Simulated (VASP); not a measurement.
# GaSb (zincblende type) (F-43m) in VASP: single point with r2SCAN

Aim: the single point of GaSb (zincblende type) with r2SCAN.

All numbers are computed with VASP 6.6.1; they aren't measurements. Logs are shortened: lines on timing, memory, paths and dates and some standing lists are left out, and cuts for length are marked.

**1. The cell of the first run**

Symmetry: F-43m, No. 216, cubic system. The conventional cell has a = 6.008 Å, b = 6.008 Å, c = 6.008 Å, α = 90.00°, β = 90.00°, γ = 90.00°. Ga (site symmetry -43m) has 4 Sb at 2.60 Å within 3.4 Å. Sb (site symmetry -43m) has 4 Ga at 2.60 Å within 3.4 Å.

**2. Single point, r2SCAN (volume scaled by 0.94)**

POSCAR

```
GaSb
1.0
    0.0000000000      3.0038638112      3.0038638112
    3.0038638112      0.0000000000      3.0038638112
    3.0038638112      3.0038638112      0.0000000000
Ga Sb
1 1
Direct
    0.0000000000      0.0000000000      0.0000000000
    0.2500000000      0.2500000000      0.2500000000
```

INCAR.step1

```
PREC = Accurate
ENCUT = 520
ISMEAR = -1
SIGMA = 0.05
LREAL = False
LASPH = True
NELM = 100
NBANDS = 16
GGA = PE
ALGO = Normal
EDIFF = 1E-4
LWAVE = True
LCHARG = False
```

INCAR.step2

```
PREC = Accurate
ENCUT = 520
EDIFF = 1E-6
ISMEAR = -1
SIGMA = 0.05
LREAL = False
LASPH = True
NELM = 100
ALGO = Normal
ISIF = 2
LWAVE = False
LCHARG = True
METAGGA = R2SCAN
LMIXTAU = True
LELF = True
LVHAR = True
NBANDS = 16
ISTART = 1
```

KPOINTS

```
Automatic mesh
0
Gamma
  12 12 12
```

Potentials or basis: VASP PAW PBE potentials, release 64 (Ga_d, Sb).

The run is started by

```console
$ cat potpaw_PBE.64/Ga_d/POTCAR potpaw_PBE.64/Sb/POTCAR > POTCAR
$ cp INCAR.step1 INCAR
$ mpirun -np 1 vasp_std > vasp.out
$ cp INCAR.step2 INCAR
$ mpirun -np 1 vasp_std > vasp.out
```

OUTCAR:

```text
PREC = Accurate
   ENCUT = 520
   EDIFF = 1E-6
   ISMEAR = -1
   LREAL = False
   LASPH = True
   NELM = 100
   ISIF = 2
   METAGGA = R2SCAN
   ISTART = 1

 ion  position               nearest neighbor table
   1  0.000  0.000  0.000-   2 2.60   2 2.60   2 2.60   2 2.60
   2  0.250  0.250  0.250-   1 2.60   1 2.60   1 2.60   1 2.60

  LATTYP: Found a face centered cubic cell.
 ALAT       =     6.0077276224

  Lattice vectors:

 A1 = (   0.0000000000,   3.0038638112,   3.0038638112)
 A2 = (   3.0038638112,   0.0000000000,   3.0038638112)
 A3 = (   3.0038638112,   3.0038638112,   0.0000000000)

Analysis of symmetry for initial positions (statically):
=====================================================================
 Subroutine PRICEL returns:
 Original cell was already a primitive cell.

 Routine SETGRP: Setting up the symmetry group for a
 face centered cubic supercell.

 Subroutine GETGRP returns: Found 24 space group operations
 (whereof 24 operations were pure point group operations)
 out of a pool of 48 trial point group operations.

The static configuration has the point symmetry T_d .

Analysis of symmetry for dynamics (positions and initial velocities):
=====================================================================
 Subroutine PRICEL returns:
 Original cell was already a primitive cell.

 Routine SETGRP: Setting up the symmetry group for a
 face centered cubic supercell.

 Subroutine GETGRP returns: Found 24 space group operations
 (whereof 24 operations were pure point group operations)
 out of a pool of 48 trial point group operations.

The dynamic configuration has the point symmetry T_d .

 Subroutine INISYM returns: Found 24 space group operations
 (whereof 24 operations are pure point group operations),
 and found     1 'primitive' translations

----------------------------------------------------------------------------------------

                                     Primitive cell

  volume of cell :      54.2089

  direct lattice vectors                    reciprocal lattice vectors
     0.000000000  3.003863811  3.003863811    -0.166452287  0.166452287  0.166452287
     3.003863811  0.000000000  3.003863811     0.166452287 -0.166452287  0.166452287
     3.003863811  3.003863811  0.000000000     0.166452287  0.166452287 -0.166452287

  length of vectors
     4.248104941  4.248104941  4.248104941     0.288303817  0.288303817  0.288303817

  position of ions in fractional coordinates (direct lattice)
     0.000000000  0.000000000  0.000000000
     0.250000000  0.250000000  0.250000000

  ion indices of the primitive-cell ions
   primitive index   ion index
                 1           1
                 2           2

----------------------------------------------------------------------------------------

 KPOINTS: Automatic mesh

Automatic generation of k-mesh.
 Grid dimensions read from file:
 generate k-points for:   12   12   12

 Generating k-lattice:

  Cartesian coordinates                     Fractional coordinates (reciprocal lattice)
    -0.013871024  0.013871024  0.013871024     0.083333333  0.000000000  0.000000000
     0.013871024 -0.013871024  0.013871024     0.000000000  0.083333333  0.000000000
     0.013871024  0.013871024 -0.013871024     0.000000000  0.000000000  0.083333333

  Length of vectors
     0.024025318  0.024025318  0.024025318

  Shift w.r.t. Gamma in fractional coordinates (k-lattice)
     0.000000000  0.000000000  0.000000000

 Subroutine IBZKPT returns following result:
 ===========================================

 Found     72 irreducible k-points:

 Following reciprocal coordinates:
            Coordinates               Weight
  0.000000  0.000000  0.000000      1.000000
  0.083333  0.000000  0.000000      8.000000
  0.166667  0.000000  0.000000      8.000000
  0.250000  0.000000  0.000000      8.000000
  0.333333  0.000000  0.000000      8.000000
  0.416667  0.000000  0.000000      8.000000
[... 16 lines left out ...]
  0.500000  0.166667  0.000000     24.000000
 -0.416667  0.166667  0.000000     24.000000
 [... further k-points ...]
   k-points           NKPTS =     72   k-points in BZ     NKDIM =     72   number of bands    NBANDS=     16
   number of dos      NEDOS =    301   number of ions     NIONS =      2
   total plane-waves  NPLWV =  32768
   dimension x,y,z NGX =    32 NGY =   32 NGZ =   32
   dimension x,y,z NGXF=    64 NGYF=   64 NGZF=   64
   ions per type =               1   1
   NGX,Y,Z   is equivalent  to a cutoff of  12.52, 12.52, 12.52 a.u.
   NGXF,Y,Z  is equivalent  to a cutoff of  25.05, 25.05, 25.05 a.u.
 SYSTEM =  unknown system
   PREC   = accura    normal or accurate (medium, high low for compatibility)
   ISTART =      1    job   : 0-new  1-cont  2-samecut
   ICHARG =      0    charge: 1-file 2-atom 10-const
   ISPIN  =      1    spin polarized calculation?
   LNONCOLLINEAR =      F non collinear calculations
   LSORBIT =      F    spin-orbit coupling
   LASPH  =      T    aspherical Exc in radial PAW
   ENCUT  =  520.0 eV  38.22 Ry    6.18 a.u.   7.90  7.90  7.90*2*pi/ulx,y,z
   NELM   =    100;   NELMIN=  2; NELMDL=  0     # of ELM steps
   EDIFF  = 0.1E-05   stopping-criterion for ELM
   LREAL  =      F    real-space projection
   EDIFFG = 0.1E-04   stopping-criterion for IOM
   NSW    =      0    number of steps for IOM
   IBRION =     -1    ionic relax: 0-MD 1-quasi-New 2-CG
   NFREE  =      0    steps in history (QN), initial steepest desc. (CG)
   ISIF   =      2    stress and relaxation
   ISYM   =      2    0-nonsym 1-usesym 2-fastsym
   POTIM  = 0.5000    time-step for ionic-motion
   TEBEG  =    0.0;   TEEND  =   0.0 temperature during run
   PSTRESS=    0.0 pullay stress
   NELECT =      18.0000    total number of electrons
   NUPDOWN=      -1.0000    fix difference up-down
   EMIN   =  10.00;   EMAX   =-10.00  energy-range for DOS
   EFERMI =   0.00;   METHOD = LEGACY
   ISMEAR =    -1;   SIGMA  =   0.05  broadening in eV -4-tet -1-fermi 0-gaus
   EFERMI_NEDOS =   21; number of points for ismear=-14 and -15
   IALGO  =     38    algorithm
   IMIX   =      4    mixing-type and parameters
     AMIX     =   0.40;   BMIX     =  1.00
     AMIX_MAG =   1.60;   BMIX_MAG =  1.00
  volume/ion in A,a.u.               =      27.10       182.91
  Fermi-wavevector in a.u.,A,eV,Ry     =   1.133641  2.142270 17.485408  1.285141
  Thomas-Fermi vector in A             =   2.270344
   LORBIT       =      0    0 simple, 1 ext, 2 COOP (PROOUT), +10 PAW based schemes
   METAGGA = R2SCAN    functional components
   LHFCALC =     F    Hartree Fock is set to
   AEXX    =    0.0000 exact exchange contribution
   IVDW    =     0    specifies the selected vdW correction
   LEPSILON=     F    determine dielectric tensor
   LRPA    =     F    only Hartree local field effects (RPA)
 non-spin polarized calculation
  energy-cutoff  :      520.00
  volume of cell :       54.21
 maximum number of plane-waves:      1477
   NGX = 15   NGY = 15   NGZ = 15

 number of electron      18.0000003 magnetization

 Free energy of the ion-electron system (eV)
  ---------------------------------------------------
  ext. energy  EPLUGINS =         0.00000000
  ---------------------------------------------------
  free energy    TOTEN  =       -37.56536386 eV

  energy without entropy =      -37.56536187  energy(sigma->0) =      -37.56536287

 E-fermi :   5.6621     XC(G=0):  -9.9779

 val. band max:        5.2674695639   @ k =   0.0000   0.0000   0.0000
 cond. band min:       6.0815945087   @ k =   0.5000   0.0000   0.0000
 fundamental gap:      0.8141249448
 Fermi energy:         5.6620720855

 k-point     1 :       0.0000    0.0000    0.0000
  band No.  band energies     occupation
      1     -10.3446      2.00000
      2     -10.3446      2.00000
      3     -10.3446      2.00000
      4     -10.2782      2.00000
      5     -10.2782      2.00000
      6      -7.0751      2.00000
[... 8 lines left out ...]
     15      14.3826      0.00000
     16      14.3826      0.00000

 k-point     2 :       0.0833    0.0000    0.0000
  band No.  band energies     occupation
      1     -10.3473      2.00000
      2     -10.3435      2.00000
      3     -10.3435      2.00000
      4     -10.2784      2.00000
      5     -10.2784      2.00000
      6      -6.9944      2.00000
[... 8 lines left out ...]
     15      13.8478      0.00000
     16      13.8478      0.00000

 k-point     3 :       0.1667    0.0000    0.0000
  band No.  band energies     occupation
      1     -10.3544      2.00000
      2     -10.3406      2.00000
      3     -10.3405      2.00000
      4     -10.2787      2.00000
      5     -10.2787      2.00000
      6      -6.7567      2.00000
[... 8 lines left out ...]
     15      13.3426      0.00000
     16      13.3426      0.00000

 k-point     4 :       0.2500    0.0000    0.0000
  band No.  band energies     occupation
      1     -10.3640      2.00000
      2     -10.3368      2.00000
      3     -10.3368      2.00000
      4     -10.2788      2.00000
      5     -10.2788      2.00000
      6      -6.3782      2.00000
[... 8 lines left out ...]
     15      13.3358      0.00000
     16      13.3358      0.00000
[... 324 lines left out ...]
 k-point    22 :       0.4167    0.1667    0.0000
  band No.  band energies     occupation
      1     -10.3828      2.00000
      2     -10.3283      2.00000
      3     -10.3263      2.00000
      4     -10.2834      2.00000
      5     -10.2764      2.00000
      6      -5.4675      2.00000
[... 8 lines left out ...]
     15      15.4084      0.00000
     16      15.8767      0.00000

 k-point    23 :       0.5000    0.1667    0.0000
  band No.  band energies     occupation
      1     -10.3861      2.00000
      2     -10.3272      2.00000
      3     -10.3253      2.00000
      4     -10.2821      2.00000
      5     -10.2772      2.00000
      6      -5.0549      2.00000
[... 8 lines left out ...]
     15      15.9705      0.00000
     16      15.9886      0.00000

 k-point    24 :      -0.4167    0.1667    0.0000
  band No.  band energies     occupation
      1     -10.3860      2.00000
      2     -10.3271      2.00000
      3     -10.3260      2.00000
      4     -10.2805      2.00000
      5     -10.2785      2.00000
      6      -4.9850      2.00000
[... 8 lines left out ...]
     15      14.5906      0.00000
     16      15.1870      0.00000

 [... further k-points ...]

------------------------ aborting loop because EDIFF is reached ----------------------------------------

  FORCE on cell =-STRESS in cart. coord.  units (eV):
  Direction    XX          YY          ZZ          XY          YZ          ZX
  --------------------------------------------------------------------------------------
  -------------------------------------------------------------------------------------
  Total        1.3256715      1.3256715      1.3256715     -0.0000000      0.0000000      0.0000000
  in kB       39.1810256     39.1810256     39.1810256     -0.0000000      0.0000000      0.0000000
  external PRESSURE =      39.1810256 kB  Pullay stress =       0.0000000 kB

 VOLUME and BASIS-vectors are now :
 -----------------------------------------------------------------------------
  energy-cutoff  :      520.00
  volume of cell :       54.21
      direct lattice vectors                 reciprocal lattice vectors
     0.000000000  3.003863811  3.003863811    -0.166452287  0.166452287  0.166452287
     3.003863811  0.000000000  3.003863811     0.166452287 -0.166452287  0.166452287
     3.003863811  3.003863811  0.000000000     0.166452287  0.166452287 -0.166452287

 POSITION                                       TOTAL-FORCE (eV/Angst)
 -----------------------------------------------------------------------------------
      0.00000      0.00000      0.00000         0.000000      0.000000      0.000000
      1.50193      1.50193      1.50193        -0.000000     -0.000000     -0.000000
 -----------------------------------------------------------------------------------
    total drift:                               -0.000001     -0.000001     -0.000002

  FREE ENERGIE OF THE ION-ELECTRON SYSTEM (eV)
  ---------------------------------------------------
  free  energy   TOTEN  =       -37.5653638617 eV

  energy  without entropy=      -37.5653618730  energy(sigma->0) =      -37.56536287
```

It took 1.8 min on 1 thread of Intel Xeon Platinum 8375C at 2.90GHz (Ice Lake), shared host; peak memory 0.23 GiB.

What came out:

| Quantity | Value |
| --- | --- |
| Free energy | -37.5654 eV |
| Pressure | 3.9 GPa |
| Band gap on the k mesh | 0.81 eV, indirect (least direct gap 0.87 eV) |

Levels at points of the mesh, in eV from the valence-band top:
```tsv
k point	band 6	band 7	band 8	band 9	band 10	band 11	band 12	band 13
(0.00, 0.00, 0.00)	-12.34	0.00	0.00	0.00	0.87	2.96	2.96	2.96
(0.50, 0.00, 0.00)	-10.47	-6.88	-1.31	-1.31	0.81	4.00	4.00	6.90
(0.50, 0.50, 0.00)	-9.50	-7.32	-2.90	-2.90	1.05	1.37	9.64	9.64
```

Caveat: the PAW data sets were made with another functional, which shifts forces and pressure a little; spin-orbit coupling is left out, which moves the levels of the heavy elements. A k mesh can miss the band edges.
